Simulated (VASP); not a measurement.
## CdF2: relaxation of the atoms with PBE

The system is CdF2.

```
CELL_PARAMETERS angstrom
0.00000 2.69400 2.69400
2.69400 0.00000 2.69400
2.69400 2.69400 0.00000
ATOMIC_POSITIONS crystal
Cd 0.98775 0.02300 0.97505
F 0.72247 0.75564 0.76030
F 0.24450 0.24640 0.24899
```

This cell differs from its parent crystal: atoms moved at random.

| Property | Result |
| --- | --- |
| Program | VASP 6.6.1 |
| Task | relaxation of the atoms |
| Functional | PBE |
| Potentials or basis | VASP PAW PBE potentials, release 64 (Cd, F) |
| Cutoff | 520 eV |
| k mesh | 5 × 5 × 5 |
| Occupations | gaussian, width 0.03 eV |
| Spin | no spin polarisation |
| Tolerance level | standard |
| Purpose | geometry |
| Further INCAR settings | ALGO = Normal; EDIFF = 1e-06; IBRION = 2; EDIFFG = -0.01; NSW = 120 |

```yaml
Energy_gained_by_relaxing: 11.8 meV/atom
Ionic_steps: 7
Pressure_after_relaxing: 6.2 GPa
Largest_force_after_relaxing: 0.004 eV/Å
Band_gap_on_the_k_mesh: 3.15 eV (least direct gap 3.57 eV)
```

Forces on the atoms (eV/Å):
```
Cd   0.000 -0.003  0.002
F    0.000  0.000 -0.001
F    0.000  0.003  0.000
```

The path:
```tsv
step	energy change (eV)	largest force (eV/Å)	pressure (GPa)
1	0.0000	0.5352	6.85
2	-0.0206	0.3302	6.45
3	-0.0345	0.0952	6.21
4	-0.0345	0.0939	6.21
5	-0.0352	0.0504	6.20
6	-0.0354	0.0148	6.20
7	-0.0355	0.0035	6.20
```

Final structure:
```
CELL_PARAMETERS angstrom
0.00000 2.69400 2.69400
2.69400 0.00000 2.69400
2.69400 2.69400 0.00000
ATOMIC_POSITIONS crystal
Cd 0.98494 0.00821 0.99492
F 0.73495 0.75838 0.74475
F 0.23483 0.25845 0.24468
```

Levels at points of the mesh, in eV from the valence-band top:
| k point | band 9 | band 10 | band 11 | band 12 | band 13 | band 14 | band 15 | band 16 | band 17 |
| --- | --- | --- | --- | --- | --- | --- | --- | --- | --- |
| (0.00, 0.00, 0.00) | -0.89 | -0.89 | -0.42 | -0.42 | -0.42 | 3.15 | 12.79 | 12.79 | 12.79 |

It took 36 s on 4 MPI ranks on AMD EPYC 7R43 64-Core Processor (Zen 3), with other jobs on the host, peak memory 0.15 GiB a rank.

Caveat: the cell differs from its parent crystal (atoms moved at random); an odd mesh through Γ misses points on the zone boundary, where band edges can lie.
